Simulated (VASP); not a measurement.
Sn:

```
CELL_PARAMETERS angstrom
-2.94014 2.94014 1.59930
2.94014 -2.94014 1.59930
2.94014 2.94014 -1.59930
ATOMIC_POSITIONS crystal
Sn 0.75000 0.25000 0.50000
Sn 0.00000 0.00000 0.00000
```

- Program: VASP 6.6.1
- Task: relaxation of cell and atoms
- Functional: PBEsol
- Potentials or basis: VASP PAW PBE potentials, release 64 (Sn_d)
- Cutoff: 600 eV
- k mesh: 20 × 20 × 20
- Occupations: gaussian, width 0.1 eV
- Spin: no spin polarisation

At the start: pressure -1.4 GPa; volume 27.65 Å³/atom.

Problem. Where does the relaxation end?

Solution. Over 6 steps the energy falls by 3.8 meV/atom and the volume is 26.89 Å³/atom (-2.8 %); space group I4_1/amd (No. 141, to 0.1 Å) before and after.

The path:
| step | energy change (eV) | largest force (eV/Å) | pressure (GPa) | volume (Å³) |
| --- | --- | --- | --- | --- |
| 1 | 0.0000 | 0.0000 | -1.43 | 55.30 |
| 2 | -0.0069 | 0.0000 | 0.44 | 53.35 |
| 3 | -0.0074 | 0.0000 | 0.04 | 53.74 |
| 4 | -0.0074 | 0.0000 | -0.06 | 53.77 |
| 5 | -0.0075 | 0.0000 | -0.02 | 53.77 |
| 6 | -0.0076 | 0.0000 | -0.03 | 53.77 |

Final structure:
```xyz
2
Lattice="-2.9197 2.9197 1.5770 2.9197 -2.9197 1.5770 2.9197 2.9197 -1.5770" Properties=species:S:1:pos:R:3 pbc="T T T"
Sn    0.0000    2.9197    0.7885
Sn    0.0000    0.0000    0.0000
```

Caveat: the PAW data sets were made with another functional, which shifts forces and pressure a little.
